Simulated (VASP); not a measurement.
# SnC2 in VASP: further runs, part 2 of 3

VASP 6.6.1. Earlier steps stand in the parts before.

## 3. Relaxation of cell and atoms, PBE

This run uses another cell than the first one, of 11.42 Å³/atom, 0.852 times its volume.

The input, INCAR:

```
ALGO = Normal ; EDIFF = 1E-7
EDIFFG = -0.04 ; ENCUT = 600
GGA = PE ; IBRION = 2
ISIF = 3 ; ISMEAR = 0
LASPH = T ; LCHARG = F
LREAL = F ; LWAVE = F
NELM = 100 ; NSW = 90
PREC = Accurate ; SIGMA = 0.1
```

The input, KPOINTS:

```
k-points
0
Gamma
  6 6 4
```

The input, POSCAR:

```
SnC2
1.0
    2.9279588800      0.0000000000      0.0000000000
   -1.4639794400      2.5356867700      0.0000000000
    0.0000000000      0.0000000000      4.6155828600
Sn C
1 2
Direct
    0.0000000000      0.0000000000      0.0000000000
    0.6666666700      0.3333333300      0.7249647000
    0.6666666700      0.3333333300      0.2750353000
```

Potentials or basis: VASP PAW PBE potentials, release 64 (Sn_d, C).

Command:

```console
$ cat potpaw_PBE.64/Sn_d/POTCAR potpaw_PBE.64/C/POTCAR > POTCAR
$ mpirun -np 1 vasp_std > vasp.out
```

OUTCAR:

```text
EDIFF = 1E-7
   EDIFFG = -0.04
   ENCUT = 600
   GGA = PE
   IBRION = 2
   ISIF = 3
   ISMEAR = 0
   LASPH = T
   LREAL = F
   NELM = 100
   NSW = 90
   PREC = Accurate

 ion  position               nearest neighbor table
   1  0.000  0.000  0.000-   2 2.11   3 2.11   2 2.11   3 2.11   2 2.11   3 2.11
   2  0.667  0.333  0.725-   1 2.11   1 2.11   1 2.11
   3  0.667  0.333  0.275-   1 2.11   1 2.11   1 2.11

  LATTYP: Found a hexagonal cell.
 ALAT       =     2.9279588800
 C/A-ratio  =     1.5763824047

  Lattice vectors:

 A1 = (   2.9279588800,   0.0000000000,   0.0000000000)
 A2 = (  -1.4639794400,   2.5356867700,   0.0000000000)
 A3 = (   0.0000000000,   0.0000000000,   4.6155828600)

Analysis of symmetry for initial positions (statically):
=====================================================================
[... 1040 lines left out ...]
      6      -3.3961      2.00000
      7       0.9946      2.00000
      8       4.0887      2.00000
      9       4.2328      2.00000
     10       5.5813      2.00000
     11       5.6442      2.00000
     12       7.6646      2.00000
     13      16.8772      0.00000
     14      17.2581      0.00000
     15      18.6897      0.00000

[... ionic steps 4 to 20 ...]

--------------------------------------- Ionic step       21  -------------------------------------------

 number of electron      22.0000002 magnetization

------------------------ aborting loop because EDIFF is reached ----------------------------------------
[... 69 lines left out ...]
--------------------------------------- Ionic step       23  -------------------------------------------

 number of electron      22.0000001 magnetization

 Free energy of the ion-electron system (eV)
  ---------------------------------------------------
  ext. energy  EPLUGINS =         0.00000000
  ---------------------------------------------------
  free energy    TOTEN  =       -18.80519402 eV

  energy without entropy =      -18.79533534  energy(sigma->0) =      -18.80026468

 E-fermi :   7.6836     XC(G=0): -10.9940

 val. band max:        7.4522711797   @ k =   0.3333   0.1667   0.0000
 cond. band min:       7.7022556599   @ k =   0.3333   0.1667   0.2500
 fundamental gap:      0.2499844802
 Fermi energy:         7.6835969003
[... 406 lines left out ...]
  FREE ENERGIE OF THE ION-ELECTRON SYSTEM (eV)
  ---------------------------------------------------
  free  energy   TOTEN  =       -18.8051940245 eV

  energy  without entropy=      -18.7953353412  energy(sigma->0) =      -18.80026468

 reached required accuracy - stopping structural energy minimisation
```

OSZICAR:

```text
N       E                     dE             d eps       ncg     rms          rms(c)
DAV:   1     0.163692235241E+03    0.16369E+03   -0.12380E+04   638   0.236E+03
DAV:   2    -0.186521395911E+00   -0.16388E+03   -0.16155E+03   686   0.482E+02
DAV:   3    -0.138227354141E+02   -0.13636E+02   -0.13324E+02   826   0.112E+02
[... 265 lines left out ...]
DAV:   5    -0.188051936657E+02    0.54018E-05   -0.16013E-05   965   0.465E-02    0.339E-03
DAV:   6    -0.188051938027E+02   -0.13700E-06   -0.88187E-07   735   0.941E-03    0.174E-03
DAV:   7    -0.188051941608E+02   -0.35814E-06   -0.11736E-07   467   0.495E-03    0.464E-04
DAV:   8    -0.188051940503E+02    0.11048E-06   -0.27567E-08   357   0.248E-03    0.134E-04
DAV:   9    -0.188051940245E+02    0.25831E-07   -0.75602E-09   336   0.109E-03
  23 F= -.18805194E+02 E0= -.18800265E+02  d E =-.689915E-03
```

CONTCAR:

```text
SnC2
   1.00000000000000
     3.3459305094668443    0.0000000000000000    0.0000000000000000
    -1.6729652547334222    2.8976608188950173    0.0000000000000000
     0.0000000000000000   -0.0000000000000000    4.1594044585123102
  Sn              C
     1     2
Direct
     0.0000000000000000    0.0000000000000000    0.0000000000000000
     0.6666666699999979    0.3333333300000021    0.6590877373909462
     0.6666666699999979    0.3333333300000021    0.3409122626090534

  0.00000000E+00  0.00000000E+00  0.00000000E+00
  0.00000000E+00  0.00000000E+00  0.00000000E+00
  0.00000000E+00  0.00000000E+00  0.00000000E+00
```

Wall time 2.8 min (1 thread of Intel Xeon Platinum 8488C (Sapphire Rapids), shared host); peak memory 0.17 GiB.

Results:

| Property | Result |
| --- | --- |
| Free energy | -18.8052 eV |
| Relaxed volume | 13.44 Å³/atom |
| Relaxed cell | a = 3.346 Å, b = 3.346 Å, c = 4.159 Å, α = 90.00°, β = 90.00°, γ = 120.00° |
| Space group after relaxing (to 0.05 Å) | P-6m2 (No. 187) |
| Energy gained by relaxing | 1897.5 meV/atom |
| Ionic steps | 23 |
| Pressure after relaxing | -0.2 GPa |
| Largest force after relaxing | 0.016 eV/Å |
| Band gap on the k mesh | zero (band 11 reaches 9.99 eV, above the bottom of band 12 at 5.80 eV) |

Forces in eV/Å, atoms in the order of the input:
```
Sn   0.000  0.000  0.000
C    0.000  0.000  0.016
C    0.000  0.000 -0.016
```

Step by step:
```
step  energy change (eV)  largest force (eV/Å)  pressure (GPa)  volume (Å³)
   1              0.0000                6.1091           44.92        34.27
   2             -5.0457                3.8760          -15.92        51.38
   3             -5.1583                3.2323          -11.93        52.93
   4             -5.0193                2.9662           -4.01        56.07
   5             -5.1770                2.8041          -10.86        53.39
   6             -5.1878                2.1444           -9.95        53.82
   7              0.3895               51.8361           55.16        47.60
   8             -5.2020                2.0956           -9.63        53.47
   9             -5.2410                1.1734           -8.17        53.15
  10             -5.2649                0.6813           -5.32        52.61
  11             -5.2652                0.4757           -5.64        52.67
  12             -5.4660                0.3590           -3.76        48.07
  13             -5.6067                1.6206           -2.66        42.79
  14             -4.6958                0.0134           29.40        33.17
  15             -5.6225                1.6665           -1.86        41.87
  16             -5.4887                3.3383           -2.87        39.17
  17             -5.6609                0.1272           -3.23        41.04
  18             -5.6772                0.0274            4.07        39.02
  19             -5.6888                0.0308            1.02        39.79
  20             -5.6918                0.2304            0.55        40.16
  21             -5.6919                0.2452            0.52        40.19
  22             -5.6910                0.3195           -1.21        40.54
  23             -5.6925                0.0156           -0.17        40.33
```

Final structure:
```
Sn C
1.0
     3.34593    0.00000    0.00000
    -1.67297    2.89766    0.00000
     0.00000    0.00000    4.15940
Sn C
1 2
Direct
  0.00000 0.00000 0.00000
  0.66667 0.33333 0.65909
  0.66667 0.33333 0.34091
```

Caveat: the k points lie up to 0.38 Å⁻¹ apart in the final cell; the volume moved by over 15 % at a fixed basis, so the end points are rough; spin-orbit coupling is left out, which moves the levels of the heavy elements.

## 4. Single point, PBE

This run uses another cell than the first one: it holds 6 atoms, not 3.

The input, INCAR:

```
PREC = Accurate
ENCUT = 520
EDIFF = 1E-7
ISMEAR = 0
SIGMA = 0.2
LREAL = F
LASPH = T
NELM = 60
ALGO = Normal
ISIF = 2
LWAVE = F
LCHARG = F
GGA = PE
NBANDS = 31
```

The input, KPOINTS:

```
regular mesh
0
Gamma
  6 6 4
```

The input, POSCAR:

```
SnC2
1.0
   -3.3662115509      0.0000000000      0.0000000000
    0.0000000000      0.0000000000     -4.1721483228
    0.0000000001     -5.8304494351      0.0000000000
Sn C
2 4
Direct
    0.0000000000      0.0000000000      1.0000000000
    0.5000000000      1.0000000000      0.5000000000
    0.5000000000      0.3427155815      0.8333333333
    0.0000000000      0.3427155815      0.3333333333
    0.5000000000      0.6572844185      0.8333333333
    0.0000000000      0.6572844185      0.3333333333
```

Command:

```console
$ cat potpaw_PBE.64/Sn_d/POTCAR potpaw_PBE.64/C/POTCAR > POTCAR
$ mpirun -np 1 vasp_std > vasp.out
```

Run time: 1.7 min. Hardware: 1 thread of Intel Xeon Platinum 8488C (Sapphire Rapids), shared host; peak memory 0.25 GiB.

The run converged. Its results:

* Free energy: -37.7848 eV
* Pressure: 0.2 GPa
* Largest force: 0.173 eV/Å
* Band gap on the k mesh: zero (band 22 reaches 9.62 eV, above the bottom of band 23 at 5.43 eV)

Forces on the atoms (eV/Å):
```
Sn   0.000  0.027  0.000
Sn   0.000  0.027  0.000
C    0.000 -0.014  0.172
C    0.000 -0.014  0.172
C    0.000 -0.014 -0.172
C    0.000 -0.014 -0.172
```

Stress tensor (GPa, compression positive):
```
 0.57  0.00  0.00
 0.00  0.24  0.00
 0.00  0.00 -0.26
```

Levels at points of the mesh, in eV from the Fermi level:
| k point | band 19 | band 20 | band 21 | band 22 | band 23 | band 24 | band 25 | band 26 |
| --- | --- | --- | --- | --- | --- | --- | --- | --- |
| (0.00, 0.00, 0.00) | -2.33 | -2.33 | -0.37 | 0.54 | 2.36 | 3.15 | 3.89 | 4.30 |
| (0.50, 0.00, 0.00) | -4.95 | -4.95 | 0.14 | 0.14 | 1.07 | 1.07 | 2.75 | 2.75 |
| (0.00, 0.50, 0.00) | -1.95 | -1.92 | -1.92 | 0.29 | 1.37 | 2.67 | 2.67 | 2.95 |
| (0.50, 0.50, 0.00) | -3.33 | -3.33 | -2.24 | -2.24 | -1.80 | -1.80 | 5.91 | 5.91 |
| (0.00, 0.00, 0.50) | -2.98 | -2.98 | 1.73 | 1.73 | 1.75 | 1.75 | 4.03 | 4.03 |
| (0.50, 0.00, 0.50) | -3.54 | -3.54 | -0.37 | -0.37 | 0.54 | 0.54 | 3.15 | 3.15 |
| (0.00, 0.50, 0.50) | -2.20 | -2.20 | -2.12 | -2.12 | 1.26 | 1.26 | 3.41 | 3.41 |
| (0.50, 0.50, 0.50) | -2.45 | -2.45 | -1.95 | -1.95 | 0.29 | 0.29 | 2.95 | 2.95 |

Caveat: spin-orbit coupling is left out, which moves the levels of the heavy elements.

## 5. Single point, PBE

This run uses another cell than the first one, of 13.65 Å³/atom, 1.018 times its volume.

The input, INCAR:

```
SYSTEM = SnC2
PREC     = Accurate       ! precision mode
ENCUT    = 520            ! plane-wave cutoff, eV
EDIFF    = 1E-7           ! SCF threshold, eV
ISMEAR   = 0              ! smearing method
SIGMA    = 0.1            ! smearing width, eV
LREAL    = .False.        ! projectors in reciprocal space
LASPH    = .True.         ! aspherical terms in the spheres
NELM     = 80             ! most SCF steps
ALGO     = Normal         ! electronic algorithm
ISIF     = 2              ! what is computed and relaxed
LWAVE    = .False.        ! write WAVECAR
LCHARG   = .False.        ! write CHGCAR
GGA      = PE             ! functional
NBANDS   = 18             ! bands
```

The input, KPOINTS:

```
Automatic mesh
0
Gamma
  18 18 12
  0 0 0
```

The input, POSCAR:

```
SnC2
1.0
    3.3662115509      0.0000000000      0.0000000000
   -1.6831057755      2.9152247175      0.0000000000
    0.0000000000      0.0000000000      4.1721483228
Sn C
1 2
Direct
    0.0000000000      0.0000000000      0.0000000000
    0.6666666667      0.3333333333      0.6572844185
    0.6666666667      0.3333333333      0.3427155815
```

Potentials or basis: VASP PAW PBE potentials, release 64 (Sn_d, C).

Command:

```console
$ cat potpaw_PBE.64/Sn_d/POTCAR potpaw_PBE.64/C/POTCAR > POTCAR
$ mpirun -np 1 vasp_std > vasp.out
```

OUTCAR:

```text
SYSTEM = SnC2
   PREC = Accurate
   ENCUT = 520
   EDIFF = 1E-7
   ISMEAR = 0
   LREAL = .False.
   LASPH = .True.
   NELM = 80
   ISIF = 2
   GGA = PE

 ion  position               nearest neighbor table
   1  0.000  0.000  0.000-   2 2.41   3 2.41   2 2.41   3 2.41   2 2.41   3 2.41
   2  0.667  0.333  0.657-   3 1.31   1 2.41   1 2.41   1 2.41
   3  0.667  0.333  0.343-   2 1.31   1 2.41   1 2.41   1 2.41

  LATTYP: Found a hexagonal cell.
 ALAT       =     3.3662115509
 C/A-ratio  =     1.2394195254

  Lattice vectors:

[... 695 lines left out ...]

  FORCE on cell =-STRESS in cart. coord.  units (eV):
  Direction    XX          YY          ZZ          XY          YZ          ZX
  --------------------------------------------------------------------------------------
  -------------------------------------------------------------------------------------
  Total        0.0118428      0.0118428      0.1111673     -0.0000000      0.0000000      0.0000000
  in kB        0.4634391      0.4634391      4.3502509     -0.0000000      0.0000000      0.0000000
  external PRESSURE =       1.7590430 kB  Pullay stress =       0.0000000 kB

 VOLUME and BASIS-vectors are now :
 -----------------------------------------------------------------------------
  energy-cutoff  :      520.00
  volume of cell :       40.94
      direct lattice vectors                 reciprocal lattice vectors
     3.366211551  0.000000000  0.000000000     0.297069862  0.171513365  0.000000000
    -1.683105776  2.915224718  0.000000000     0.000000000  0.343026729  0.000000000
     0.000000000  0.000000000  4.172148323     0.000000000  0.000000000  0.239684671

 POSITION                                       TOTAL-FORCE (eV/Angst)
 -----------------------------------------------------------------------------------
      0.00000      0.00000      0.00000         0.000000     -0.000000      0.000000
      1.68311      0.97174      2.74229         0.000000     -0.000000      0.069024
      1.68311      0.97174      1.42986        -0.000000      0.000000     -0.069024
 -----------------------------------------------------------------------------------
    total drift:                               -0.000000      0.000000      0.000000

  FREE ENERGIE OF THE ION-ELECTRON SYSTEM (eV)
  ---------------------------------------------------
  free  energy   TOTEN  =       -18.8912720117 eV

  energy  without entropy=      -18.8878511705  energy(sigma->0) =      -18.88956159
```

stdout:

```text
POSCAR found type information on POSCAR SnC
 POSCAR found :  2 types and       3 ions
 scaLAPACK will be used
 LDA part: xc-table for (Slater+PW92), standard interpolation
 POSCAR, INCAR and KPOINTS ok, starting setup
 FFT: planning ... GRIDC
 FFT: planning ... GRID_SOFT
 FFT: planning ... GRID
 WAVECAR not read
 entering main loop
```

Run time: 2.5 min. Hardware: 1 thread of Intel Xeon Platinum 8488C (Sapphire Rapids), shared host; peak memory 0.3 GiB.

What came out:

* Free energy: -18.8913 eV
* Pressure: 0.2 GPa
* Largest force: 0.069 eV/Å
* Band gap on the k mesh: zero (band 11 reaches 9.73 eV, above the bottom of band 12 at 5.43 eV)

Forces on the atoms (eV/Å):
```
Sn   0.000  0.000  0.000
C    0.000  0.000  0.069
C    0.000  0.000 -0.069
```

Caveat: spin-orbit coupling is left out, which moves the levels of the heavy elements.

(Part 2 of 3 ends here.)
